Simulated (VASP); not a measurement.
# Ti in VASP: single point with PBE

Aim: the single point of Ti with PBE.

Everything below comes from runs of VASP 6.6.1. Logs are shortened: lines on timing, memory, paths and dates and some standing lists are left out, and cuts for length are marked.

## (1) The cell of the first run

The cell holds a slab with vacuum, 9 atoms: a = 2.842 Å, b = 4.641 Å, c = 27.719 Å, α = 90.00°, β = 90.00°, γ = 90.00°.

## (2) Single point, PBE

INCAR reads:

```
SYSTEM = Ti
ALGO = Normal ; DIPOL = 0.5 0.5 0.497
EDIFF = 1E-7 ; ENCUT = 520
GGA = PE ; IDIPOL = 3
ISIF = 2 ; ISMEAR = 0
LASPH = .True. ; LCHARG = .False.
LDIPOL = .True. ; LREAL = .False.
LWAVE = .False. ; NBANDS = 64
NELM = 100 ; PREC = Accurate
SIGMA = 0.1
```

KPOINTS reads:

```
k-points
0
Gamma
  9 6 1
  0 0 0
```

POSCAR reads:

```
Ti
1.0
    2.8422953800      0.0000000000      0.0000000000
    0.0000000000      4.6414489100      0.0000000000
    0.0000000000      0.0000000000     27.7189673421
Ti
9
Direct
    0.3333333300      0.5000000000      0.3066492303
    0.6666666700      0.0000000000      0.3549869279
    0.0000000000      0.5000000000      0.4033246151
    0.3333333300      0.0000000000      0.4516623128
    0.4199660174      0.5000000000      0.4968174349
   -0.1226576360      0.0000000000      0.5436328611
    0.3741792048      0.5000000000      0.5941779904
    0.3787300206      0.0000000000      0.6403160029
   -0.1222504572      0.5000000000      0.6795417780
```

Potentials or basis: VASP PAW PBE potentials, release 64 (Ti_sv).

The run is started by

```console
$ cat potpaw_PBE.64/Ti_sv/POTCAR > POTCAR
$ mpirun -np 1 vasp_std > vasp.out
```

OUTCAR:

```text
SYSTEM = Ti
   EDIFF = 1E-7
   ENCUT = 520
   GGA = PE
   ISIF = 2
   ISMEAR = 0
   LASPH = .True.
   LREAL = .False.
   NELM = 100
   PREC = Accurate

 ion  position               nearest neighbor table
   1  0.333  0.500  0.307-   3 2.84   2 2.84   2 2.84
   2  0.667  0.000  0.355-   3 2.84   3 2.84   4 2.84   1 2.84   1 2.84
   3  0.000  0.500  0.403-   2 2.84   2 2.84   1 2.84   4 2.84   4 2.84   5 2.85
   4  0.333  0.000  0.452-   5 2.65   5 2.65   2 2.84   3 2.84   3 2.84   6 2.86
   5  0.420  0.500  0.497-   4 2.65   4 2.65   7 2.70   3 2.85
   6  0.877  0.000  0.544-   4 2.86
   7  0.374  0.500  0.594-   8 2.65   8 2.65   5 2.70   9 2.75   9 2.77
   8  0.379  0.000  0.640-   7 2.65   7 2.65
   9  0.878  0.500  0.680-   7 2.75   7 2.77

  LATTYP: Found a simple orthorhombic cell.
 ALAT       =     2.8422953800
 B/A-ratio  =     1.6329931585
 C/A-ratio  =     9.7523176293

  Lattice vectors:

 A1 = (   2.8422953800,   0.0000000000,   0.0000000000)
 A2 = (   0.0000000000,   4.6414489100,   0.0000000000)
 A3 = (   0.0000000000,   0.0000000000,  27.7189673421)

Analysis of symmetry for initial positions (statically):
=====================================================================
 Subroutine PRICEL returns:
 Original cell was already a primitive cell.

 Routine SETGRP: Setting up the symmetry group for a
 simple orthorhombic supercell.

 Subroutine GETGRP returns: Found  2 space group operations
 (whereof  2 operations were pure point group operations)
 out of a pool of  8 trial point group operations.

The static configuration has the point symmetry C_1h.

Analysis of symmetry for dynamics (positions and initial velocities):
=====================================================================
 Subroutine PRICEL returns:
 Original cell was already a primitive cell.

 Routine SETGRP: Setting up the symmetry group for a
 simple orthorhombic supercell.

 Subroutine GETGRP returns: Found  2 space group operations
 (whereof  2 operations were pure point group operations)
 out of a pool of  8 trial point group operations.

The dynamic configuration has the point symmetry C_1h.

 Subroutine INISYM returns: Found  2 space group operations
 (whereof  2 operations are pure point group operations),
[... 114 lines left out ...]
   TEBEG  =    0.0;   TEEND  =   0.0 temperature during run
   PSTRESS=    0.0 pullay stress
   NELECT =     108.0000    total number of electrons
   NUPDOWN=      -1.0000    fix difference up-down
   EMIN   =  10.00;   EMAX   =-10.00  energy-range for DOS
   EFERMI =   0.00;   METHOD = LEGACY
   ISMEAR =     0;   SIGMA  =   0.10  broadening in eV -4-tet -1-fermi 0-gaus
   EFERMI_NEDOS =   21; number of points for ismear=-14 and -15
   IALGO  =     38    algorithm
   IMIX   =      4    mixing-type and parameters
     AMIX     =   0.40;   BMIX     =  1.00
     AMIX_MAG =   1.60;   BMIX_MAG =  1.00
  volume/ion in A,a.u.               =      40.63       274.19
  Fermi-wavevector in a.u.,A,eV,Ry     =   1.090225  2.060227 16.171756  1.188591
  Thomas-Fermi vector in A             =   2.226445
   LORBIT       =      0    0 simple, 1 ext, 2 COOP (PROOUT), +10 PAW based schemes
   GGA     = PE    functional components
   LHFCALC =     F    Hartree Fock is set to
   AEXX    =    0.0000 exact exchange contribution
   IVDW    =     0    specifies the selected vdW correction
   LEPSILON=     F    determine dielectric tensor
   LRPA    =     F    only Hartree local field effects (RPA)
 non-spin polarized calculation
 Gauss-broadening in eV      SIGMA  =   0.10
  energy-cutoff  :      520.00
  volume of cell :      365.68
 maximum number of plane-waves:      9894
 NGX is ok and might be reduce to    24
   NGX = 11   NGY = 17   NGZ =103

 dipolmoment           0.000000      0.000000     -0.012916 electrons x Angstroem

 number of electron     108.0000017 magnetization

 dipolmoment           0.000000      0.000000      0.019476 electrons x Angstroem

 Free energy of the ion-electron system (eV)
  ---------------------------------------------------
  ext. energy  EPLUGINS =         0.00000000
  ---------------------------------------------------
  free energy    TOTEN  =       -66.78191683 eV

  energy without entropy =      -66.70573588  energy(sigma->0) =      -66.74382636

 E-fermi :   1.5664     XC(G=0):  -5.7130

 val. band max:        1.5642248847   @ k =   0.1111   0.3333   0.0000
 cond. band min:       1.5714636549   @ k =   0.0000   0.1667   0.0000
 fundamental gap:      0.0072387702
 Fermi energy:         1.5663889703

 k-point     1 :       0.0000    0.0000    0.0000
  band No.  band energies     occupation
      1     -55.4768      2.00000
      2     -55.3891      2.00000
      3     -55.2662      2.00000
      4     -55.1608      2.00000
      5     -55.0648      2.00000
      6     -54.9944      2.00000
[... 1329 lines left out ...]
     63       2.8085      0.00000
     64       2.9915      0.00000

------------------------ aborting loop because EDIFF is reached ----------------------------------------

 vacuum level on the upper side and lower side of the slab       (xc-potential included)         0.021        -0.230

  FORCE on cell =-STRESS in cart. coord.  units (eV):
  Direction    XX          YY          ZZ          XY          YZ          ZX
  --------------------------------------------------------------------------------------
  -------------------------------------------------------------------------------------
  Total       -3.2259883     -4.9903627     -2.5901336      0.0000000      0.0000000      0.7853673
  in kB      -14.1342752    -21.8646667    -11.3483550      0.0000000      0.0000000      3.4409912
  external PRESSURE =     -15.7824323 kB  Pullay stress =       0.0000000 kB

 VOLUME and BASIS-vectors are now :
 -----------------------------------------------------------------------------
  energy-cutoff  :      520.00
  volume of cell :      365.68
      direct lattice vectors                 reciprocal lattice vectors
     2.842295380  0.000000000  0.000000000     0.351828317  0.000000000  0.000000000
     0.000000000  4.641448910  0.000000000     0.000000000  0.215449964  0.000000000
     0.000000000  0.000000000 27.718967342     0.000000000  0.000000000  0.036076380

 POSITION                                       TOTAL-FORCE (eV/Angst)
 -----------------------------------------------------------------------------------
      0.94743      2.32072      8.50000        -0.215410      0.000000      0.858237
      1.89486      0.00000      9.83987         0.298857      0.000000     -0.049926
      0.00000      2.32072     11.17974        -0.565093      0.000000     -0.660177
      0.94743      0.00000     12.51961         0.486428      0.000000     -0.139522
      1.19367      2.32072     13.77127         0.009220      0.000000      0.003261
      2.49367      0.00000     15.06894        -0.016084      0.000000      0.001297
      1.06353      2.32072     16.47000         0.006492      0.000000      0.010328
      1.07646      0.00000     17.74890         0.003265      0.000000     -0.000464
      2.49482      2.32072     18.83620        -0.007675      0.000000     -0.023034
 -----------------------------------------------------------------------------------
    total drift:                                0.000573      0.000000     -0.000496

  FREE ENERGIE OF THE ION-ELECTRON SYSTEM (eV)
  ---------------------------------------------------
  free  energy   TOTEN  =       -66.7819168313 eV

  energy  without entropy=      -66.7057358806  energy(sigma->0) =      -66.74382636

 vacuum level on the upper side and lower side of the slab         5.142         4.888
```

OSZICAR:

```text
N       E                     dE             d eps       ncg     rms          rms(c)
DAV:   1     0.142917659864E+04    0.14292E+04   -0.59083E+04  2864   0.177E+03
DAV:   2     0.126933173069E+03   -0.13022E+04   -0.12818E+04  2616   0.571E+02
DAV:   3    -0.398428062492E+02   -0.16678E+03   -0.16217E+03  4352   0.180E+02
[... 39 lines left out ...]
DAV:  43    -0.667819153339E+02   -0.15881E-05   -0.47444E-08  1864   0.998E-04    0.547E-04
DAV:  44    -0.667819162213E+02   -0.88743E-06   -0.35652E-08  1752   0.976E-04    0.312E-04
DAV:  45    -0.667819165785E+02   -0.35714E-06   -0.20523E-08  1624   0.666E-04    0.531E-04
DAV:  46    -0.667819167673E+02   -0.18883E-06   -0.30715E-08  1640   0.848E-04    0.151E-04
DAV:  47    -0.667819168313E+02   -0.64021E-07   -0.70857E-09  1568   0.413E-04
   1 F= -.66781917E+02 E0= -.66743826E+02  d E =-.761810E-01
```

stdout:

```text
POSCAR found type information on POSCAR Ti
 POSCAR found :  1 types and       9 ions
 scaLAPACK will be used
 LDA part: xc-table for (Slater+PW92), standard interpolation
 POSCAR, INCAR and KPOINTS ok, starting setup
 FFT: planning ... GRIDC
 FFT: planning ... GRID_SOFT
 FFT: planning ... GRID
 WAVECAR not read
 entering main loop
```

It took 15 min on 1 thread of Intel Xeon 6975P-C (Granite Rapids), shared host; peak memory 0.64 GiB.

Results:

- Free energy: -66.7819 eV
- Largest force: 0.885 eV/Å
- Band gap on the k mesh: zero (bands 54 and 55 overlap by 0.35 eV)

Forces on the atoms (eV/Å):
```
Ti  -0.215  0.000  0.858
Ti   0.299  0.000 -0.050
Ti  -0.565  0.000 -0.660
Ti   0.486  0.000 -0.140
Ti   0.009  0.000  0.003
Ti  -0.016  0.000  0.001
Ti   0.006  0.000  0.010
Ti   0.003  0.000  0.000
Ti  -0.008  0.000 -0.023
```

Levels at points of the mesh, in eV from the Fermi level:
```
           k point  band 50  band 51  band 52  band 53  band 54  band 55  band 56  band 57  band 58  band 59
(0.00, 0.00, 0.00)    -0.40    -0.31    -0.26    -0.23    -0.14     0.05     0.29     0.36     0.37     0.48
(0.00, 0.50, 0.00)    -0.45    -0.29    -0.18    -0.10     0.01     0.19     0.24     0.27     0.29     0.44
```
